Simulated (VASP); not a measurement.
# Os (Pm-3m) in VASP: a series of runs

Os is run at these levels: PBEsol; tasks: single point, relaxation of cell and atoms.

Program: VASP 6.6.1. These are calculated values, not measurements. Logs are shortened: lines on timing, memory, paths and dates and some standing lists are left out, and cuts for length are marked.

## Step 1: The cell of the first run

The structure is cubic, space group Pm-3m (No. 221). The conventional cell has a = 2.564 Å, b = 2.564 Å, c = 2.564 Å, α = 90.00°, β = 90.00°, γ = 90.00°. Os (site symmetry m-3m) has 6 Os at 2.56 Å within 3.4 Å.

## Step 2: Single point, PBEsol (volume scaled by 1.04)

File INCAR:

```
PREC = Accurate
ENCUT = 520
EDIFF = 1E-6
ISMEAR = -1
SIGMA = 0.1
LREAL = F
LASPH = T
NELM = 80
ALGO = Normal
ISIF = 2
LWAVE = F
LCHARG = F
GGA = PS
NBANDS = 10
```

File KPOINTS:

```
regular mesh
0
Gamma
  14 14 14
```

File POSCAR:

```
Os
1.0
    2.5640580235      0.0000000000      0.0000000000
    0.0000000000      2.5640580235      0.0000000000
    0.0000000000      0.0000000000      2.5640580235
Os
1
Direct
    0.0000000000      0.0000000000      0.0000000000
```

Potentials or basis: VASP PAW PBE potentials, release 64 (Os).

The run is started by

```bash
cat potpaw_PBE.64/Os/POTCAR > POTCAR
mpirun -np 1 vasp_std > vasp.out
```

OUTCAR:

```text
PREC = Accurate
   ENCUT = 520
   EDIFF = 1E-6
   ISMEAR = -1
   LREAL = F
   LASPH = T
   NELM = 80
   ISIF = 2
   GGA = PS

 ion  position               nearest neighbor table
   1  0.000  0.000  0.000-

  LATTYP: Found a simple cubic cell.
 ALAT       =     2.5640580235

  Lattice vectors:

 A1 = (   2.5640580235,   0.0000000000,   0.0000000000)
 A2 = (   0.0000000000,   2.5640580235,   0.0000000000)
 A3 = (   0.0000000000,   0.0000000000,   2.5640580235)

Analysis of symmetry for initial positions (statically):
=====================================================================
 Subroutine PRICEL returns:
 Original cell was already a primitive cell.

 Routine SETGRP: Setting up the symmetry group for a
 simple cubic supercell.

 Subroutine GETGRP returns: Found 48 space group operations
 (whereof 48 operations were pure point group operations)
 out of a pool of 48 trial point group operations.

The static configuration has the point symmetry O_h .

Analysis of symmetry for dynamics (positions and initial velocities):
=====================================================================
 Subroutine PRICEL returns:
 Original cell was already a primitive cell.

 Routine SETGRP: Setting up the symmetry group for a
 simple cubic supercell.

 Subroutine GETGRP returns: Found 48 space group operations
 (whereof 48 operations were pure point group operations)
 out of a pool of 48 trial point group operations.

The dynamic configuration has the point symmetry O_h .

 Subroutine INISYM returns: Found 48 space group operations
 (whereof 48 operations are pure point group operations),
 and found     1 'primitive' translations

----------------------------------------------------------------------------------------

                                     Primitive cell

  volume of cell :      16.8571

  direct lattice vectors                    reciprocal lattice vectors
     2.564058023  0.000000000  0.000000000     0.390006775  0.000000000  0.000000000
     0.000000000  2.564058023  0.000000000     0.000000000  0.390006775  0.000000000
     0.000000000  0.000000000  2.564058023     0.000000000  0.000000000  0.390006775

  length of vectors
     2.564058023  2.564058023  2.564058023     0.390006775  0.390006775  0.390006775

  position of ions in fractional coordinates (direct lattice)
     0.000000000  0.000000000  0.000000000

  ion indices of the primitive-cell ions
   primitive index   ion index
                 1           1

----------------------------------------------------------------------------------------

 KPOINTS: regular mesh

Automatic generation of k-mesh.
 Grid dimensions read from file:
 generate k-points for:   14   14   14

 Generating k-lattice:

  Cartesian coordinates                     Fractional coordinates (reciprocal lattice)
     0.027857627  0.000000000  0.000000000     0.071428571  0.000000000  0.000000000
     0.000000000  0.027857627  0.000000000     0.000000000  0.071428571  0.000000000
     0.000000000  0.000000000  0.027857627     0.000000000  0.000000000  0.071428571

  Length of vectors
     0.027857627  0.027857627  0.027857627

  Shift w.r.t. Gamma in fractional coordinates (k-lattice)
     0.000000000  0.000000000  0.000000000

 Subroutine IBZKPT returns following result:
 ===========================================

 Found    120 irreducible k-points:

 Following reciprocal coordinates:
            Coordinates               Weight
  0.000000  0.000000  0.000000      1.000000
  0.071429  0.000000  0.000000      6.000000
  0.142857  0.000000  0.000000      6.000000
  0.214286  0.000000  0.000000      6.000000
  0.285714  0.000000  0.000000      6.000000
  0.357143  0.000000  0.000000      6.000000
[... 16 lines left out ...]
  0.285714  0.214286  0.000000     24.000000
  0.357143  0.214286  0.000000     24.000000
 [... further k-points ...]
   k-points           NKPTS =    120   k-points in BZ     NKDIM =    120   number of bands    NBANDS=     10
   number of dos      NEDOS =    301   number of ions     NIONS =      1
   total plane-waves  NPLWV =   8000
   dimension x,y,z NGX =    20 NGY =   20 NGZ =   20
   dimension x,y,z NGXF=    40 NGYF=   40 NGZF=   40
   ions per type =               1
   NGX,Y,Z   is equivalent  to a cutoff of  12.97, 12.97, 12.97 a.u.
   NGXF,Y,Z  is equivalent  to a cutoff of  25.93, 25.93, 25.93 a.u.
 SYSTEM =  unknown system
   PREC   = accura    normal or accurate (medium, high low for compatibility)
   ISTART =      0    job   : 0-new  1-cont  2-samecut
   ICHARG =      2    charge: 1-file 2-atom 10-const
   ISPIN  =      1    spin polarized calculation?
   LNONCOLLINEAR =      F non collinear calculations
   LSORBIT =      F    spin-orbit coupling
   LASPH  =      T    aspherical Exc in radial PAW
   ENCUT  =  520.0 eV  38.22 Ry    6.18 a.u.   4.77  4.77  4.77*2*pi/ulx,y,z
   NELM   =     80;   NELMIN=  2; NELMDL= -5     # of ELM steps
   EDIFF  = 0.1E-05   stopping-criterion for ELM
   LREAL  =      F    real-space projection
   EDIFFG = 0.1E-04   stopping-criterion for IOM
   NSW    =      0    number of steps for IOM
   IBRION =     -1    ionic relax: 0-MD 1-quasi-New 2-CG
   NFREE  =      0    steps in history (QN), initial steepest desc. (CG)
   ISIF   =      2    stress and relaxation
   ISYM   =      2    0-nonsym 1-usesym 2-fastsym
   POTIM  = 0.5000    time-step for ionic-motion
   TEBEG  =    0.0;   TEEND  =   0.0 temperature during run
   PSTRESS=    0.0 pullay stress
   NELECT =       8.0000    total number of electrons
   NUPDOWN=      -1.0000    fix difference up-down
   EMIN   =  10.00;   EMAX   =-10.00  energy-range for DOS
   EFERMI =   0.00;   METHOD = LEGACY
   ISMEAR =    -1;   SIGMA  =   0.10  broadening in eV -4-tet -1-fermi 0-gaus
   EFERMI_NEDOS =   21; number of points for ismear=-14 and -15
   IALGO  =     38    algorithm
   IMIX   =      4    mixing-type and parameters
     AMIX     =   0.40;   BMIX     =  1.00
     AMIX_MAG =   1.60;   BMIX_MAG =  1.00
  volume/ion in A,a.u.               =      16.86       113.76
  Fermi-wavevector in a.u.,A,eV,Ry     =   1.276959  2.413103 22.185993  1.630624
  Thomas-Fermi vector in A             =   2.409586
   LORBIT       =      0    0 simple, 1 ext, 2 COOP (PROOUT), +10 PAW based schemes
   GGA     = PS    functional components
   LHFCALC =     F    Hartree Fock is set to
   AEXX    =    0.0000 exact exchange contribution
   IVDW    =     0    specifies the selected vdW correction
   LEPSILON=     F    determine dielectric tensor
   LRPA    =     F    only Hartree local field effects (RPA)
 non-spin polarized calculation
  energy-cutoff  :      520.00
  volume of cell :       16.86
 maximum number of plane-waves:       468
 NGX is ok and might be reduce to    20
   NGX =  9   NGY =  9   NGZ =  9

 number of electron       7.9999999 magnetization

 Free energy of the ion-electron system (eV)
  ---------------------------------------------------
  ext. energy  EPLUGINS =         0.00000000
  ---------------------------------------------------
  free energy    TOTEN  =       -10.62196730 eV

  energy without entropy =      -10.56784124  energy(sigma->0) =      -10.59490427

 E-fermi :   6.8825     XC(G=0): -12.9474

 val. band max:        6.8679850354   @ k =   0.2143   0.1429   0.0714
 cond. band min:       6.9043102340   @ k =   0.2857   0.0714   0.0714
 fundamental gap:      0.0363251987
 Fermi energy:         6.8824729600

 k-point     1 :       0.0000    0.0000    0.0000
  band No.  band energies     occupation
      1      -2.5276      2.00000
      2       1.0284      2.00000
      3       1.0284      2.00000
      4       9.1329      0.00000
      5       9.1329      0.00000
      6       9.1329      0.00000
      7      22.2842      0.00000
      8      22.2842      0.00000
      9      22.2842      0.00000
     10      28.2603      0.00000

 k-point     2 :       0.0714    0.0000    0.0000
  band No.  band energies     occupation
      1      -2.3635      2.00000
      2       1.0658      2.00000
      3       1.1954      2.00000
      4       8.9220      0.00000
      5       8.9220      0.00000
      6       9.1486      0.00000
      7      21.2912      0.00000
      8      22.6126      0.00000
      9      22.6126      0.00000
     10      28.9558      0.00000

 k-point     3 :       0.1429    0.0000    0.0000
  band No.  band energies     occupation
      1      -1.9122      2.00000
      2       1.1724      2.00000
      3       1.7008      2.00000
      4       8.3750      0.00000
      5       8.3750      0.00000
      6       9.1931      0.00000
      7      19.3654      0.00000
      8      23.4996      0.00000
      9      23.4996      0.00000
     10      28.1702      0.00000

 k-point     4 :       0.2143    0.0000    0.0000
  band No.  band energies     occupation
      1      -1.2794      2.00000
      2       1.3310      2.00000
      3       2.5349      2.00000
      4       7.6733      0.00073
      5       7.6733      0.00073
      6       9.2579      0.00000
      7      17.4181      0.00000
      8      24.7316      0.00000
      9      24.7316      0.00000
     10      26.3000      0.00000
[... 222 lines left out ...]
 k-point    22 :       0.2143    0.2143    0.0000
  band No.  band energies     occupation
      1      -0.0849      2.00000
      2       2.2507      2.00000
      3       3.3434      2.00000
      4       6.1909      1.99802
      5       7.7032      0.00055
      6       8.0263      0.00002
      7      19.1462      0.00000
      8      19.5707      0.00000
      9      26.6475      0.00000
     10      27.3282      0.00000

 k-point    23 :       0.2857    0.2143    0.0000
  band No.  band energies     occupation
      1       0.4989      2.00000
      2       2.4832      2.00000
      3       4.0319      2.00000
      4       6.0217      1.99963
      5       7.1670      0.10981
      6       8.0031      0.00003
      7      17.3887      0.00000
      8      20.4690      0.00000
      9      25.9523      0.00000
     10      28.7656      0.00000

 k-point    24 :       0.3571    0.2143    0.0000
  band No.  band energies     occupation
      1       1.0223      2.00000
      2       2.5607      2.00000
      3       4.0634      2.00000
      4       6.6378      1.84065
      5       7.0123      0.42895
      6       8.0846      0.00001
      7      15.7392      0.00000
      8      21.5557      0.00000
      9      25.1371      0.00000
     10      29.5232      0.00000

 [... further k-points ...]

------------------------ aborting loop because EDIFF is reached ----------------------------------------

  FORCE on cell =-STRESS in cart. coord.  units (eV):
  Direction    XX          YY          ZZ          XY          YZ          ZX
  --------------------------------------------------------------------------------------
  -------------------------------------------------------------------------------------
  Total       -1.0789354     -1.0789354     -1.0789354      0.0000000      0.0000000     -0.0000000
  in kB     -102.5468871   -102.5468871   -102.5468871      0.0000000      0.0000000     -0.0000000
  external PRESSURE =    -102.5468871 kB  Pullay stress =       0.0000000 kB

 VOLUME and BASIS-vectors are now :
 -----------------------------------------------------------------------------
  energy-cutoff  :      520.00
  volume of cell :       16.86
      direct lattice vectors                 reciprocal lattice vectors
     2.564058023  0.000000000  0.000000000     0.390006775  0.000000000  0.000000000
     0.000000000  2.564058023  0.000000000     0.000000000  0.390006775  0.000000000
     0.000000000  0.000000000  2.564058023     0.000000000  0.000000000  0.390006775

 POSITION                                       TOTAL-FORCE (eV/Angst)
 -----------------------------------------------------------------------------------
      0.00000      0.00000      0.00000         0.000000      0.000000      0.000000
 -----------------------------------------------------------------------------------
    total drift:                                0.000000      0.000000      0.000000

  FREE ENERGIE OF THE ION-ELECTRON SYSTEM (eV)
  ---------------------------------------------------
  free  energy   TOTEN  =       -10.6219672981 eV

  energy  without entropy=      -10.5678412398  energy(sigma->0) =      -10.59490427
```

It took 5.4 s on 1 thread of Intel Xeon 6975P-C (Granite Rapids), shared host; peak memory 0.14 GiB.

Results:

* Free energy: -10.6220 eV
* Pressure: -10.3 GPa
* Band gap on the k mesh: zero (band 4 reaches 11.73 eV, above the bottom of band 5 at 5.94 eV)

Caveat: the PAW data sets were made with another functional, which shifts forces and pressure a little; spin-orbit coupling is left out, which moves the levels of the heavy elements.

[end of part 1 of 2]
